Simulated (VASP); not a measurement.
# AlGa3N4 (Cm) in VASP: single point with PBEsol

Aim: the single point of AlGa3N4 with PBEsol.

All numbers are computed with VASP 6.6.1; they aren't measurements. Logs are shortened: lines on timing, memory, paths and dates and some standing lists are left out, and cuts for length are marked.

## (1) The cell of the first run

It takes space group Cm (No. 8, monoclinic). Conventional cell: a = 20.569 Å, b = 3.165 Å, c = 5.478 Å, α = 90.00°, β = 90.04°, γ = 90.00°. Al (site symmetry m) has 4 N at 1.89 to 1.90 Å within 2.5 Å. Within 2.5 Å of Al (site symmetry m) lie 4 N at 1.89 to 1.90 Å. Ga (site symmetry m) has 5 N at 1.94 to 2.51 Å within 2.6 Å. Within 2.6 Å of Ga (site symmetry m) lie 4 N at 1.94 to 1.95 Å. Within 2.6 Å of Ga (site symmetry m) lie 5 N at 1.94 to 2.52 Å. Within 2.6 Å of Ga (site symmetry m) lie 4 N at 1.94 to 1.96 Å. Ga (site symmetry m) has 4 N at 1.95 to 1.96 Å within 2.6 Å. Within 2.6 Å of Ga (site symmetry m) lie 4 N at 1.95 to 1.96 Å.

## (2) Single point, PBEsol (the part above a cut slid along it)

Contents of INCAR:

```
PREC     = Accurate       # precision mode
ENCUT    = 520            # plane-wave cutoff, eV
EDIFF    = 1E-6           # SCF threshold, eV
ISMEAR   = 0              # smearing method
SIGMA    = 0.05           # smearing width, eV
LREAL    = Auto         
LASPH    = T              # aspherical terms in the spheres
NELM     = 80             # most SCF steps
ALGO     = Normal         # electronic algorithm
ISIF     = 2              # what is computed and relaxed
LWAVE    = F              # write WAVECAR
LCHARG   = T              # write CHGCAR
GGA      = PS             # functional
LELF     = T              # ELF
LVHAR    = T            
NBANDS   = 76             # bands
ISYM     = 0            
LUSENCCL = F
```

Contents of KPOINTS:

```
Automatic mesh
0
Gamma
  8 5 3
```

Contents of POSCAR:

```
AlGa3N4
1.0
    0.0000000000     -3.1649847989      0.0000000000
    0.0035856878      0.0000000000     -5.4784941327
   10.2847023913     -1.5824923994      0.0002430091
Al Ga N
2 6 8
Direct
    0.0771741443      0.3326423761      0.8456517113
    0.3271741444      0.3326423761      0.3456517113
    0.4525458244      0.6650804199      0.0949083513
    0.2025458243      0.6650804199      0.5949083513
   -0.0474318462      0.1684429999      0.0948636924
   -0.2974318462      0.1684429999      0.5948636924
   -0.1726404454      0.8338194712      0.3452808907
   -0.4226404454      0.8338194712      0.8452808907
    0.0474078116      0.6599025845      0.9051843767
    0.2974078116      0.6599025845      0.4051843767
   -0.4520864948      0.1736239410      0.9041729896
   -0.2020864948      0.1736239410      0.4041729896
   -0.0777859098      0.8337837128      0.1555718196
   -0.3277859098      0.8337837128      0.6555718196
    0.4195169133      0.3327034946      0.1609661733
    0.1695169133      0.3327034946      0.6609661733
```

Potentials or basis: VASP PAW PBE potentials, release 64 (Al, Ga_d, N).

The run is started by

```bash
$ cat potpaw_PBE.64/Al/POTCAR potpaw_PBE.64/Ga_d/POTCAR potpaw_PBE.64/N/POTCAR > POTCAR
$ mpirun -np 1 vasp_std > vasp.out
```

OUTCAR:

```text
PREC = Accurate
   ENCUT = 520
   EDIFF = 1E-6
   ISMEAR = 0
   LREAL = Auto
   LASPH = T
   NELM = 80
   ISIF = 2
   GGA = PS
   ISYM = 0

 ion  position               nearest neighbor table
   1  0.077  0.333  0.846-   9 1.89  16 1.90  11 1.90  11 1.90   5 2.72
   2  0.327  0.333  0.346-  10 1.89  15 1.90  12 1.90  12 1.90
   3  0.453  0.665  0.095-  13 1.94  13 1.94  15 1.94   8 2.73
   4  0.203  0.665  0.595-  14 1.94  14 1.94  16 1.94  10 1.95
   5  0.953  0.168  0.095-  13 1.94  15 1.94  15 1.94   1 2.72
   6  0.703  0.168  0.595-  14 1.94  16 1.94  16 1.94  12 1.96
   7  0.827  0.834  0.345-  10 1.95  10 1.95  13 1.95  12 1.96
   8  0.577  0.834  0.845-   9 1.95   9 1.95  14 1.95  11 1.96   3 2.73
   9  0.047  0.660  0.905-   1 1.89   8 1.95   8 1.95
  10  0.297  0.660  0.405-   2 1.89   7 1.95   7 1.95   4 1.95
  11  0.548  0.174  0.904-   1 1.90   1 1.90   8 1.96
  12  0.798  0.174  0.404-   2 1.90   2 1.90   7 1.96   6 1.96
  13  0.922  0.834  0.156-   3 1.94   3 1.94   5 1.94   7 1.95
  14  0.672  0.834  0.656-   4 1.94   4 1.94   6 1.94   8 1.95
  15  0.420  0.333  0.161-   2 1.90   3 1.94   5 1.94   5 1.94
  16  0.170  0.333  0.661-   1 1.90   4 1.94   6 1.94   6 1.94

IMPORTANT INFORMATION: All symmetrisations will be switched off!
NOSYMM: (Re-)initialisation of all symmetry stuff for point group C_1.

----------------------------------------------------------------------------------------

                                     Primitive cell

  volume of cell :     178.3301

  direct lattice vectors                    reciprocal lattice vectors
     0.000000000 -3.164984799  0.000000000    -0.048615893 -0.315957284 -0.000031819
     0.003585688  0.000000000 -5.478494133     0.000004313  0.000000000 -0.182531908
    10.284702391 -1.582492399  0.000243009     0.097231786  0.000000000  0.000063638

  length of vectors
     3.164984799  5.478495306 10.405738106     0.319675634  0.182531908  0.097231807

  position of ions in fractional coordinates (direct lattice)
     0.077174144  0.332642376  0.845651711
     0.327174144  0.332642376  0.345651711
     0.452545824  0.665080420  0.094908351
     0.202545824  0.665080420  0.594908351
     0.952568154  0.168443000  0.094863692
     0.702568154  0.168443000  0.594863692
[... 8 lines left out ...]
     0.419516913  0.332703495  0.160966173
     0.169516913  0.332703495  0.660966173

  ion indices of the primitive-cell ions
   primitive index   ion index
                 1           1
                 2           2
                 3           3
                 4           4
[... 111 lines left out ...]
   NFREE  =      0    steps in history (QN), initial steepest desc. (CG)
   ISIF   =      2    stress and relaxation
   ISYM   =      0    0-nonsym 1-usesym 2-fastsym
   POTIM  = 0.5000    time-step for ionic-motion
   TEBEG  =    0.0;   TEEND  =   0.0 temperature during run
   PSTRESS=    0.0 pullay stress
   NELECT =     124.0000    total number of electrons
   NUPDOWN=      -1.0000    fix difference up-down
   EMIN   =  10.00;   EMAX   =-10.00  energy-range for DOS
   EFERMI =   0.00;   METHOD = LEGACY
   ISMEAR =     0;   SIGMA  =   0.05  broadening in eV -4-tet -1-fermi 0-gaus
   EFERMI_NEDOS =   21; number of points for ismear=-14 and -15
   IALGO  =     38    algorithm
   IMIX   =      4    mixing-type and parameters
     AMIX     =   0.40;   BMIX     =  1.00
     AMIX_MAG =   1.60;   BMIX_MAG =  1.00
  volume/ion in A,a.u.               =      11.15        75.21
  Fermi-wavevector in a.u.,A,eV,Ry     =   1.450354  2.740771 28.620199  2.103525
  Thomas-Fermi vector in A             =   2.567975
   LORBIT       =      0    0 simple, 1 ext, 2 COOP (PROOUT), +10 PAW based schemes
   GGA     = PS    functional components
   LHFCALC =     F    Hartree Fock is set to
   AEXX    =    0.0000 exact exchange contribution
   IVDW    =     0    specifies the selected vdW correction
   LEPSILON=     F    determine dielectric tensor
   LRPA    =     F    only Hartree local field effects (RPA)
 non-spin polarized calculation
 Gauss-broadening in eV      SIGMA  =   0.05
  energy-cutoff  :      520.00
  volume of cell :      178.33
 maximum number of plane-waves:      4834
   NGX = 11   NGY = 21   NGZ = 39

 number of electron     123.9999978 magnetization

 Free energy of the ion-electron system (eV)
  ---------------------------------------------------
  ext. energy  EPLUGINS =         0.00000000
  ---------------------------------------------------
  free energy    TOTEN  =      -107.43809016 eV

  energy without entropy =     -107.43809016  energy(sigma->0) =     -107.43809016

 E-fermi :   5.9116     XC(G=0): -11.7727

 val. band max:        5.6580485131   @ k =   0.0000   0.0000   0.0000
 cond. band min:       7.3306142041   @ k =   0.0000   0.0000   0.0000
 fundamental gap:      1.6725656910
 Fermi energy:         5.9116325409

 k-point     1 :       0.0000    0.0000    0.0000
  band No.  band energies     occupation
      1     -10.4406      2.00000
      2      -9.8910      2.00000
      3      -9.6862      2.00000
      4      -9.5039      2.00000
      5      -9.2152      2.00000
      6      -9.0268      2.00000
[... 1837 lines left out ...]
     73      13.1615      0.00000
     74      13.3017      0.00000

 [... further k-points ...]

 [bands above 74 left out]

------------------------ aborting loop because EDIFF is reached ----------------------------------------

  FORCE on cell =-STRESS in cart. coord.  units (eV):
  Direction    XX          YY          ZZ          XY          YZ          ZX
  --------------------------------------------------------------------------------------
  -------------------------------------------------------------------------------------
  Total        3.4821871     -8.1244641      0.0588525     -0.0048426      0.0001660     -2.2605396
  in kB       31.2851408    -72.9929210      0.5287509     -0.0435075      0.0014916    -20.3094487
  external PRESSURE =     -13.7263431 kB  Pullay stress =       0.0000000 kB

 VOLUME and BASIS-vectors are now :
 -----------------------------------------------------------------------------
  energy-cutoff  :      520.00
  volume of cell :      178.33
      direct lattice vectors                 reciprocal lattice vectors
     0.000000000 -3.164984799  0.000000000    -0.048615893 -0.315957284 -0.000031819
     0.003585688  0.000000000 -5.478494133     0.000004313  0.000000000 -0.182531908
    10.284702391 -1.582492399  0.000243009     0.097231786  0.000000000  0.000063638

 POSITION                                       TOTAL-FORCE (eV/Angst)
 -----------------------------------------------------------------------------------
      8.69847     -1.58249     -1.82217        -0.565662     -0.000490     -0.436249
      3.55612     -1.58249     -1.82230         0.323853     -0.000534     -0.070077
      0.97849     -1.58249     -3.64362        -0.100031      0.001831      0.411460
      6.12084     -1.58249     -3.64349         0.259377      0.001722      0.011922
      0.97625     -3.16498     -0.92279        -0.017686      0.000929      0.335797
      6.11860     -3.16498     -0.92267         0.258405      0.000836     -0.020740
[... 8 lines left out ...]
      1.65668     -1.58249     -1.82268         0.211721     -0.000301     -0.543727
      6.79903     -1.58249     -1.82255        -0.296360     -0.000313      0.064997
 -----------------------------------------------------------------------------------
    total drift:                                0.008846      0.007754      0.001273

  FREE ENERGIE OF THE ION-ELECTRON SYSTEM (eV)
  ---------------------------------------------------
  free  energy   TOTEN  =      -107.4380901598 eV

  energy  without entropy=     -107.4380901598  energy(sigma->0) =     -107.43809016
```

stdout:

```text
Offloading initialized ...    1 GPUs detected
 POSCAR found type information on POSCAR AlGaN
 POSCAR found :  3 types and      16 ions
 scaLAPACK will be used selectively (only on CPU)
 -----------------------------------------------------------------------------
|                                                                             |
|                                                                             |
[... 22 lines left out ...]
|                                                                             |
 -----------------------------------------------------------------------------

 POSCAR, INCAR and KPOINTS ok, starting setup
 FFT: planning ... GRIDC
 FFT: planning ... GRID_SOFT
 FFT: planning ... GRID
 WAVECAR not read
 entering main loop
```

It took 7.1 min on 1 × NVIDIA H100 80GB with 1 thread of AMD EPYC 7R13 (Zen 3), shared host; peak memory 1.7 GiB.

Results:

```
Free energy            : -107.4381 eV
Pressure               : -1.4 GPa
Largest force          : 0.822 eV/Å
Band gap on the k mesh : 1.67 eV
```

Forces on the atoms (eV/Å):
```
Al  -0.566  0.000 -0.436
Al   0.324 -0.001 -0.070
Ga  -0.100  0.002  0.411
Ga   0.259  0.002  0.012
Ga  -0.018  0.001  0.336
Ga   0.258  0.001 -0.021
Ga   0.262  0.000 -0.083
Ga  -0.433  0.000 -0.489
N    0.274 -0.001  0.775
N   -0.186 -0.001 -0.026
N    0.261 -0.001  0.558
N   -0.198 -0.001 -0.030
N    0.202  0.000 -0.518
N   -0.256  0.000  0.060
N    0.212  0.000 -0.544
N   -0.296  0.000  0.065
```

Levels at points of the mesh, in eV from the valence-band top:
```csv
k point,band 58,band 59,band 60,band 61,band 62,band 63,band 64,band 65,band 66,band 67
"(0.00, 0.00, 0.00)",-0.65,-0.51,-0.24,-0.23,0.00,1.67,2.67,4.02,4.23,4.52
"(0.50, 0.00, 0.00)",-2.24,-1.81,-1.80,-0.46,-0.40,3.14,3.34,5.51,5.58,5.94
```

Caveat: the cell differs from its parent crystal (the part above a cut slid along it); the stress differs along the axes, from -7 to 3 GPa; the PAW data sets were made with another functional, which shifts forces and pressure a little.
